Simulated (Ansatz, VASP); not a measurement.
Pb2O in VASP and in Ansatz

POSCAR

```
Pb2O
1.0
    5.4126596700      0.0000000000      0.0000000000
    0.0000000000      5.4126596700      0.0000000000
    0.0000000000      0.0000000000      5.4126596700
Pb O
4 2
Direct
    0.2500000000      0.2500000000      0.2500000000
    0.7500000000      0.7500000000      0.2500000000
    0.2500000000      0.7500000000      0.7500000000
    0.7500000000      0.2500000000      0.7500000000
    0.0000000000      0.0000000000      0.0000000000
    0.5000000000      0.5000000000      0.5000000000
```

The input INCAR.step1:

```
SYSTEM = Pb2O
ALGO = Normal
EDIFF = 1E-4
ENCUT = 520
GGA = PE
ISMEAR = -1
LASPH = .True.
LCHARG = .False.
LREAL = .False.
LWAVE = .True.
NBANDS = 43
NELM = 60
PREC = Accurate
SIGMA = 0.1
```

File INCAR.step2:

```
SYSTEM = Pb2O
ALGO = Normal
EDIFF = 1E-7
ENCUT = 520
ISIF = 2
ISMEAR = -1
ISTART = 1
LASPH = .True.
LCHARG = .True.
LELF = .True.
LMIXTAU = .True.
LREAL = .False.
LVHAR = .True.
LWAVE = .False.
METAGGA = R2SCAN
NBANDS = 43
NELM = 60
PREC = Accurate
SIGMA = 0.1
```

Contents of KPOINTS:

```
k-points
0
Gamma
  6 6 6
  0 0 0
```

Input for Ansatz:

```yaml
crystal:
  lattice:
    - [5.41265967, 0.0, 0.0]
    - [0.0, 5.41265967, 0.0]
    - [0.0, 0.0, 5.41265967]
  atoms:
    - { symbol: Pb, position: [0.25, 0.25, 0.25] }
    - { symbol: Pb, position: [0.75, 0.75, 0.25] }
    - { symbol: Pb, position: [0.25, 0.75, 0.75] }
    - { symbol: Pb, position: [0.75, 0.25, 0.75] }
    - { symbol: O, position: [0.0, 0.0, 0.0] }
    - { symbol: O, position: [0.5, 0.5, 0.5] }
  symmetry: { tolerance: 0.0003 }
hamiltonian:
  xc: r2scan
  pseudopotentials: { kind: paw, azcp: { folder: soft_1 } }
basis:
  ecutwfc: 500
magnetization:
  spin_polarized: false
scf:
  occupations: { method: fermi_dirac, width: 0.1 }
kpoints:
  mp_grid: { grid: [6, 6, 6], shift: [0, 0, 0] }
  band_path:
    path:
      - [0.0, 0.0, 0.0]
      - [0.0, 0.5, 0.0]
      - [0.5, 0.5, 0.0]
      - [0.0, 0.0, 0.0]
      - [0.5, 0.5, 0.5]
      - [0.0, 0.5, 0.0]
      - [0.5, 0.5, 0.5]
      - [0.5, 0.5, 0.0]
    npoints: 15
output:
  forces: true
  stress: true
  eigenvalues: true
  bader: true
  populations: true
  elf: true
  write_potential: true
  write_density: true
  volumetric_format: npy
  dos:
    e_range: [-12, 8]
    de: 0.05
    projected: { site_lists: { O: [O], Pb: [Pb] } }
```

Alike in both runs: task single point; functional r2SCAN; k mesh 6 × 6 × 6; occupations fermi-dirac, width 0.1 eV; no spin polarisation.

|  | VASP | Ansatz |
| --- | --- | --- |
| version | VASP 6.6.1 | Ansatz 0.2.0 |
| potentials or method | VASP PAW PBE potentials, release 64 (Pb_d, O), cutoff 520 eV | PAW plane waves |
| valence electrons in the cell | 68 | 68 |

|  | VASP | Ansatz | Ansatz less VASP |
| --- | --- | --- | --- |
| pressure (GPa) | 0.1 | 0.0 | -0.16 |

VASP's potentials were made for PBE, not for r2SCAN. With one functional, cell and mesh, what is left measures potentials, basis and numerics.

Spin-orbit coupling is off throughout.
